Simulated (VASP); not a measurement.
# P in VASP: a series of runs

Runs on P. Level: PBE. Tasks: single point.

All numbers are computed with VASP 6.6.1; they aren't measurements. Logs are shortened: lines on timing, memory, paths and dates and some standing lists are left out, and cuts for length are marked.

**1. The cell of the first run**

The cell holds a slab with vacuum, 4 atoms: a = 4.535 Å, b = 3.226 Å, c = 27.820 Å, α = 90.00°, β = 90.00°, γ = 90.00°.

**2. Single point, PBE (strain -2.0%)**

The input, INCAR:

```
SYSTEM = P
PREC     = Accurate       ! precision mode
ENCUT    = 520            ! plane-wave cutoff, eV
EDIFF    = 1E-7           ! SCF threshold, eV
ISMEAR   = -1             ! smearing method
SIGMA    = 0.02           ! smearing width, eV
LREAL    = .FALSE.        ! projectors in reciprocal space
LASPH    = .TRUE.         ! aspherical terms in the spheres
NELM     = 60             ! most SCF steps
ALGO     = Normal         ! electronic algorithm
ISIF     = 2              ! what is computed and relaxed
LWAVE    = .FALSE.        ! write WAVECAR
LCHARG   = .TRUE.         ! write CHGCAR
LDIPOL   = .TRUE.       
IDIPOL   = 3            
DIPOL    = 0.5 0.5 0.341
GGA      = PE             ! functional
LELF     = .TRUE.         ! ELF
LVHAR    = .TRUE.       
LVACPOTAV= .TRUE.       
NBANDS   = 18             ! bands
```

The input, KPOINTS:

```
Automatic mesh
0
G
  6 8 1
  0 0 0
```

The input, POSCAR:

```
P
1.0
    4.5349450219      0.0000000000      0.0000000000
    0.0000000000      3.2260267592      0.0000000000
    0.0000000000      0.0000000000     27.8195791164
P
4
Direct
    0.0872412525      0.0000000000      0.3792592997
    0.4127587475      0.5000000000      0.3792592997
    0.5872412525      0.5000000000      0.3037129308
    0.9127587475      0.0000000000      0.3037129308
```

Potentials or basis: VASP PAW PBE potentials, release 64 (P).

On the command line:

```console
cat potpaw_PBE.64/P/POTCAR > POTCAR
mpirun -np 1 vasp_std > vasp.out
```

OUTCAR:

```text
SYSTEM = P
   PREC = Accurate
   ENCUT = 520
   EDIFF = 1E-7
   ISMEAR = -1
   LREAL = .FALSE.
   LASPH = .TRUE.
   NELM = 60
   ISIF = 2
   GGA = PE

 ion  position               nearest neighbor table
   1  0.087  0.000  0.379-   2 2.19   2 2.19   4 2.25
   2  0.413  0.500  0.379-   1 2.19   1 2.19   3 2.25
   3  0.587  0.500  0.304-   4 2.19   4 2.19   2 2.25
   4  0.913  0.000  0.304-   3 2.19   3 2.19   1 2.25

  LATTYP: Found a simple orthorhombic cell.
 ALAT       =     3.2260267592
 B/A-ratio  =     1.4057369515
 C/A-ratio  =     8.6234805824

  Lattice vectors:

 A1 = (   0.0000000000,  -3.2260267592,   0.0000000000)
 A2 = (   4.5349450219,   0.0000000000,   0.0000000000)
 A3 = (   0.0000000000,   0.0000000000,  27.8195791164)

Analysis of symmetry for initial positions (statically):
=====================================================================
 Subroutine PRICEL returns:
 Original cell was already a primitive cell.

 Routine SETGRP: Setting up the symmetry group for a
 simple orthorhombic supercell.

 Subroutine GETGRP returns: Found  8 space group operations
 (whereof  2 operations were pure point group operations)
 out of a pool of  8 trial point group operations.

The static configuration has the point symmetry C_1h.
 The point group associated with its full space group is D_2h.

Analysis of symmetry for dynamics (positions and initial velocities):
=====================================================================
 Subroutine PRICEL returns:
 Original cell was already a primitive cell.

 Routine SETGRP: Setting up the symmetry group for a
 simple orthorhombic supercell.

 Subroutine GETGRP returns: Found  8 space group operations
 (whereof  2 operations were pure point group operations)
 out of a pool of  8 trial point group operations.

The dynamic configuration has the point symmetry C_1h.
 The point group associated with its full space group is D_2h.

 Subroutine INISYM returns: Found  8 space group operations
 (whereof  2 operations are pure point group operations),
 and found     1 'primitive' translations

----------------------------------------------------------------------------------------

                                     Primitive cell

  volume of cell :     406.9964

  direct lattice vectors                    reciprocal lattice vectors
     4.534945022  0.000000000  0.000000000     0.220509840  0.000000000  0.000000000
     0.000000000  3.226026759  0.000000000     0.000000000  0.309978830  0.000000000
     0.000000000  0.000000000 27.819579116     0.000000000  0.000000000  0.035945907

  length of vectors
     4.534945022  3.226026759 27.819579116     0.220509840  0.309978830  0.035945907

  position of ions in fractional coordinates (direct lattice)
     0.087241253  0.000000000  0.379259300
     0.412758747  0.500000000  0.379259300
     0.587241253  0.500000000  0.303712931
     0.912758747  0.000000000  0.303712931

  ion indices of the primitive-cell ions
   primitive index   ion index
                 1           1
                 2           2
                 3           3
                 4           4

----------------------------------------------------------------------------------------

 KPOINTS: Automatic mesh

Automatic generation of k-mesh.
 Grid dimensions read from file:
 generate k-points for:    6    8    1

 Generating k-lattice:

  Cartesian coordinates                     Fractional coordinates (reciprocal lattice)
     0.036751640  0.000000000  0.000000000     0.166666667  0.000000000  0.000000000
     0.000000000  0.038747354  0.000000000     0.000000000  0.125000000  0.000000000
     0.000000000  0.000000000  0.035945907     0.000000000  0.000000000  1.000000000

  Length of vectors
     0.036751640  0.038747354  0.035945907

  Shift w.r.t. Gamma in fractional coordinates (k-lattice)
     0.000000000  0.000000000  0.000000000

 Subroutine IBZKPT returns following result:
 ===========================================

 Found     20 irreducible k-points:

 Following reciprocal coordinates:
            Coordinates               Weight
  0.000000  0.000000  0.000000      1.000000
  0.166667  0.000000  0.000000      2.000000
  0.333333  0.000000  0.000000      2.000000
  0.500000  0.000000  0.000000      1.000000
  0.000000  0.125000  0.000000      2.000000
  0.166667  0.125000  0.000000      4.000000
[... 12 lines left out ...]
  0.333333  0.500000  0.000000      2.000000
  0.500000  0.500000  0.000000      1.000000
   k-points           NKPTS =     20   k-points in BZ     NKDIM =     20   number of bands    NBANDS=     18
   number of dos      NEDOS =    301   number of ions     NIONS =      4
   total plane-waves  NPLWV = 181440
   dimension x,y,z NGX =    36 NGY =   24 NGZ =  210
   dimension x,y,z NGXF=    72 NGYF=   48 NGZF=  420
   ions per type =               4
   NGX,Y,Z   is equivalent  to a cutoff of  13.20, 12.37, 12.55 a.u.
   NGXF,Y,Z  is equivalent  to a cutoff of  26.39, 24.74, 25.10 a.u.
 SYSTEM =  P
   PREC   = accura    normal or accurate (medium, high low for compatibility)
   ISTART =      0    job   : 0-new  1-cont  2-samecut
   ICHARG =      2    charge: 1-file 2-atom 10-const
   ISPIN  =      1    spin polarized calculation?
   LNONCOLLINEAR =      F non collinear calculations
   LSORBIT =      F    spin-orbit coupling
   LASPH  =      T    aspherical Exc in radial PAW
   ENCUT  =  520.0 eV  38.22 Ry    6.18 a.u.   8.43  6.00 51.73*2*pi/ulx,y,z
   NELM   =     60;   NELMIN=  2; NELMDL= -5     # of ELM steps
   EDIFF  = 0.1E-06   stopping-criterion for ELM
   LREAL  =      F    real-space projection
   EDIFFG = 0.1E-05   stopping-criterion for IOM
   NSW    =      0    number of steps for IOM
   IBRION =     -1    ionic relax: 0-MD 1-quasi-New 2-CG
   NFREE  =      0    steps in history (QN), initial steepest desc. (CG)
   ISIF   =      2    stress and relaxation
   ISYM   =      2    0-nonsym 1-usesym 2-fastsym
   POTIM  = 0.5000    time-step for ionic-motion
   TEBEG  =    0.0;   TEEND  =   0.0 temperature during run
   PSTRESS=    0.0 pullay stress
   NELECT =      20.0000    total number of electrons
   NUPDOWN=      -1.0000    fix difference up-down
   EMIN   =  10.00;   EMAX   =-10.00  energy-range for DOS
   EFERMI =   0.00;   METHOD = LEGACY
   ISMEAR =    -1;   SIGMA  =   0.02  broadening in eV -4-tet -1-fermi 0-gaus
   EFERMI_NEDOS =   21; number of points for ismear=-14 and -15
   IALGO  =     38    algorithm
   IMIX   =      4    mixing-type and parameters
     AMIX     =   0.40;   BMIX     =  1.00
     AMIX_MAG =   1.60;   BMIX_MAG =  1.00
  volume/ion in A,a.u.               =     101.75       686.64
  Fermi-wavevector in a.u.,A,eV,Ry     =   0.599636  1.133148  4.892162  0.359564
  Thomas-Fermi vector in A             =   1.651193
   LORBIT       =      0    0 simple, 1 ext, 2 COOP (PROOUT), +10 PAW based schemes
   GGA     = PE    functional components
   LHFCALC =     F    Hartree Fock is set to
   AEXX    =    0.0000 exact exchange contribution
   IVDW    =     0    specifies the selected vdW correction
   LEPSILON=     F    determine dielectric tensor
   LRPA    =     F    only Hartree local field effects (RPA)
 non-spin polarized calculation
  energy-cutoff  :      520.00
  volume of cell :      407.00
 maximum number of plane-waves:     11032
 NGX is ok and might be reduce to    36
   NGX = 17   NGY = 11   NGZ =103

 dipolmoment           0.000000      0.000000     -0.000041 electrons x Angstroem

 number of electron      19.9999999 magnetization

 dipolmoment           0.000000      0.000000      0.000000 electrons x Angstroem

 Free energy of the ion-electron system (eV)
  ---------------------------------------------------
  ext. energy  EPLUGINS =         0.00000000
  ---------------------------------------------------
  free energy    TOTEN  =       -21.42353898 eV

  energy without entropy =      -21.42353898  energy(sigma->0) =      -21.42353898

 E-fermi :  -2.5417     XC(G=0):  -2.2300

 val. band max:       -2.9109363253   @ k =   0.0000   0.0000   0.0000
 cond. band min:      -2.1832438200   @ k =   0.0000   0.0000   0.0000
 fundamental gap:      0.7276925053
 Fermi energy:        -2.5416699717

 k-point     1 :       0.0000    0.0000    0.0000
  band No.  band energies     occupation
      1     -18.1912      2.00000
      2     -15.6795      2.00000
      3     -12.0592      2.00000
      4      -8.8039      2.00000
      5      -7.6548      2.00000
      6      -7.5540      2.00000
[... 10 lines left out ...]
     17       2.1682      0.00000
     18       2.4158      0.00000

 k-point     2 :       0.1667    0.0000    0.0000
  band No.  band energies     occupation
      1     -18.0510      2.00000
      2     -15.8539      2.00000
      3     -12.1566      2.00000
      4      -9.4561      2.00000
      5      -7.3116      2.00000
      6      -7.0266      2.00000
[... 10 lines left out ...]
     17       2.3638      0.00000
     18       2.4947      0.00000

 k-point     3 :       0.3333    0.0000    0.0000
  band No.  band energies     occupation
      1     -17.6466      2.00000
      2     -16.3633      2.00000
      3     -12.0637      2.00000
      4     -10.5607      2.00000
      5      -6.7872      2.00000
      6      -5.7541      2.00000
[... 10 lines left out ...]
     17       2.3496      0.00000
     18       2.6367      0.00000

 k-point     4 :       0.5000    0.0000    0.0000
  band No.  band energies     occupation
      1     -17.0382      2.00000
      2     -17.0382      2.00000
      3     -11.5027      2.00000
      4     -11.5027      2.00000
      5      -6.0033      2.00000
      6      -6.0033      2.00000
[... 10 lines left out ...]
     17       3.0268      0.00000
     18       3.0269      0.00000

 k-point     5 :       0.0000    0.1250    0.0000
  band No.  band energies     occupation
      1     -17.9947      2.00000
      2     -15.4757      2.00000
      3     -12.1234      2.00000
      4      -8.6525      2.00000
      5      -7.6962      2.00000
      6      -7.4803      2.00000
[... 10 lines left out ...]
     17       2.3935      0.00000
     18       2.4323      0.00000

 k-point     6 :       0.1667    0.1250    0.0000
  band No.  band energies     occupation
      1     -17.8553      2.00000
      2     -15.6557      2.00000
      3     -12.1641      2.00000
      4      -9.3546      2.00000
      5      -7.5050      2.00000
      6      -7.3179      2.00000
[... 223 lines left out ...]
 k-point    17 :       0.0000    0.5000    0.0000
  band No.  band energies     occupation
      1     -15.1998      2.00000
      2     -15.1998      2.00000
      3     -12.4826      2.00000
      4     -12.4826      2.00000
      5      -7.9247      2.00000
      6      -7.9247      2.00000
[... 10 lines left out ...]
     17       3.8384      0.00000
     18       3.8384      0.00000

 k-point    18 :       0.1667    0.5000    0.0000
  band No.  band energies     occupation
      1     -15.1155      2.00000
      2     -15.1155      2.00000
      3     -12.5552      2.00000
      4     -12.5552      2.00000
      5      -8.0808      2.00000
      6      -8.0808      2.00000
[... 10 lines left out ...]
     17       3.4962      0.00000
     18       3.4962      0.00000

 k-point    19 :       0.3333    0.5000    0.0000
  band No.  band energies     occupation
      1     -14.9193      2.00000
      2     -14.9193      2.00000
      3     -12.7485      2.00000
      4     -12.7485      2.00000
      5      -8.1831      2.00000
      6      -8.1831      2.00000
[... 10 lines left out ...]
     17       3.3494      0.00000
     18       3.3494      0.00000

 k-point    20 :       0.5000    0.5000    0.0000
  band No.  band energies     occupation
      1     -14.8007      2.00000
      2     -14.8007      2.00000
      3     -12.8759      2.00000
      4     -12.8759      2.00000
      5      -8.0042      2.00000
      6      -8.0042      2.00000
[... 10 lines left out ...]
     17       3.4572      0.00000
     18       3.4572      0.00000

------------------------ aborting loop because EDIFF is reached ----------------------------------------

 vacuum level on the upper side and lower side of the slab       (xc-potential included)        -0.084        -0.083

  FORCE on cell =-STRESS in cart. coord.  units (eV):
  Direction    XX          YY          ZZ          XY          YZ          ZX
  --------------------------------------------------------------------------------------
  -------------------------------------------------------------------------------------
  Total        1.5924099      2.9687751      0.4040317      0.0000000      0.0000000      0.0000000
  in kB        6.2686627     11.6868465      1.5905066      0.0000000      0.0000000      0.0000000
  external PRESSURE =       6.5153386 kB  Pullay stress =       0.0000000 kB

 VOLUME and BASIS-vectors are now :
 -----------------------------------------------------------------------------
  energy-cutoff  :      520.00
  volume of cell :      407.00
      direct lattice vectors                 reciprocal lattice vectors
     4.534945022  0.000000000  0.000000000     0.220509840  0.000000000  0.000000000
     0.000000000  3.226026759  0.000000000     0.000000000  0.309978830  0.000000000
     0.000000000  0.000000000 27.819579116     0.000000000  0.000000000  0.035945907

 POSITION                                       TOTAL-FORCE (eV/Angst)
 -----------------------------------------------------------------------------------
      0.39563      0.00000     10.55083        -0.214403     -0.000000      0.099564
      1.87184      1.61301     10.55083         0.214403      0.000000      0.099564
      2.66311      1.61301      8.44917        -0.214403      0.000000     -0.099564
      4.13931      0.00000      8.44917         0.214403      0.000000     -0.099564
 -----------------------------------------------------------------------------------
    total drift:                               -0.000000     -0.000000      0.000001

  FREE ENERGIE OF THE ION-ELECTRON SYSTEM (eV)
  ---------------------------------------------------
  free  energy   TOTEN  =       -21.4235389847 eV

  energy  without entropy=      -21.4235389842  energy(sigma->0) =      -21.42353898

 vacuum level on the upper side and lower side of the slab         2.056         2.056
```

It took 1.8 min on 1 thread of Intel Xeon 6975P-C (Granite Rapids), shared host; peak memory 0.47 GiB.

What came out:

| Item | Value |
| --- | --- |
| Free energy | -21.4235 eV |
| Largest force | 0.236 eV/Å |
| Band gap on the k mesh | 0.73 eV, direct |
| Ionisation potential of the upper face | 4.97 eV |

Forces in eV/Å, atoms in the order of the input:
```
P   -0.214  0.000  0.100
P    0.214  0.000  0.100
P   -0.214  0.000 -0.100
P    0.214  0.000 -0.100
```

Caveat: the cell differs from its parent crystal (strain -2.0%).

(Part 1 of 2 ends here.)
